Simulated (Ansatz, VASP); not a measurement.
Ca in VASP and in Ansatz

Contents of INCAR:

```
ALGO = Normal ; EDIFF = 1E-6
ENCUT = 520 ; GGA = PE
ISIF = 2 ; ISMEAR = -1
LASPH = T ; LCHARG = F
LREAL = F ; LWAVE = F
NBANDS = 17 ; NELM = 80
PREC = Accurate ; SIGMA = 0.08
```

File KPOINTS:

```
k-points
0
Gamma
  11 11 6
```

The input POSCAR:

```
Ca
1.0
    3.9799995206      0.0000000000      0.0000000000
   -1.9899997603      3.4467806919      0.0000000000
    0.0000000000      0.0000000000      6.5200000000
Ca
2
Direct
    0.3893811924      0.7076965472      0.2500000000
    0.6666666667      0.3333333333      0.7500000000
```

Input for Ansatz:

```yaml
crystal:
  lattice:
    - [3.9799995206, 0.0, 0.0]
    - [-1.9899997603, 3.4467806919, 0.0]
    - [0.0, 0.0, 6.52]
  atoms:
    - { symbol: Ca, position: [0.3893811924, 0.7076965472, 0.25] }
    - { symbol: Ca, position: [0.6666666667, 0.3333333333, 0.75] }
kpoints:
  mp_grid: { grid: [11, 11, 6] }
scf:
  occupations: { method: fermi_dirac, width: 0.08 }
hamiltonian:
  xc: pbe
  pseudopotentials: { kind: all_electron, lapw: { basis_error: 0.0005 } }
output:
  forces: true
  stress: true
  eigenvalues: true
```

Alike in both runs: task single point; functional PBE; k mesh 11 × 11 × 6; occupations fermi-dirac, width 0.08 eV; no spin polarisation.

|  | VASP | Ansatz |
| --- | --- | --- |
| version | VASP 6.6.1 | Ansatz 0.2.0 |
| potentials or method | VASP PAW PBE potentials, release 64 (Ca_sv), cutoff 520 eV | all-electron LAPW, scalar-relativistic |

|  | VASP | Ansatz | Ansatz less VASP |
| --- | --- | --- | --- |
| pressure (GPa) | -0.8 | -0.8 | -0.01 |
| traceless stress, the component that is largest in VASP (GPa) | -0.27 | -0.27 | +0.001 |
| rms of the force components (eV/Å) | 0.036 | 0.036 | 0.0000 |

Atom by atom the forces differ by 0.000 eV/Å (rms over components). Ansatz ran all-electron here, and VASP with PAW potentials.
